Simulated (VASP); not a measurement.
**TiC: single point with PBE**

TiC:

```
CELL_PARAMETERS angstrom
3.09999 0.00000 0.00000
-1.54999 2.68467 0.00000
0.00000 0.00000 9.78974
ATOMIC_POSITIONS crystal
Ti 0.00000 0.00000 0.00000
Ti 0.33333 0.66667 0.25000
Ti 0.00000 0.00000 0.50000
Ti 0.66667 0.33333 0.75000
C 0.66667 0.33333 0.12453
C 0.66667 0.33333 0.37547
C 0.33333 0.66667 0.62453
C 0.33333 0.66667 0.87547
```

* Program: VASP 6.6.1
* Task: single point
* Functional: PBE
* Potentials or basis: VASP PAW PBE potentials, release 64 (Ti_sv, C)
* Cutoff: 520 eV
* k mesh: 12 × 12 × 5
* Occupations: gaussian, width 0.1 eV
* Spin: no spin polarisation
* Dipole correction: no
* Further INCAR settings: ALGO = Normal; EDIFF = 1e-06; NBANDS = 42

```
Pressure               : 0.2 GPa
Band gap on the k mesh : zero (bands 32 and 33 overlap by 0.89 eV)
```

Stress tensor (GPa, compression positive):
```
0.18 0.00 0.00
0.00 0.18 0.00
0.00 0.00 0.10
```

Levels at points of the mesh, in eV from the Fermi level:
```csv
k point,band 28,band 29,band 30,band 31,band 32,band 33,band 34,band 35,band 36,band 37
"(0.00, 0.00, 0.00)",-1.73,-1.73,-0.32,-0.32,0.65,0.69,0.69,1.00,1.00,2.15
"(0.50, 0.00, 0.00)",-2.43,-2.26,-2.08,-1.67,-0.69,0.67,1.20,1.81,2.54,2.55
```

It took 4.2 min on 1 thread of Intel(R) Xeon(R) Platinum 8488C (Sapphire Rapids) (shared host), peak memory 0.29 GiB.
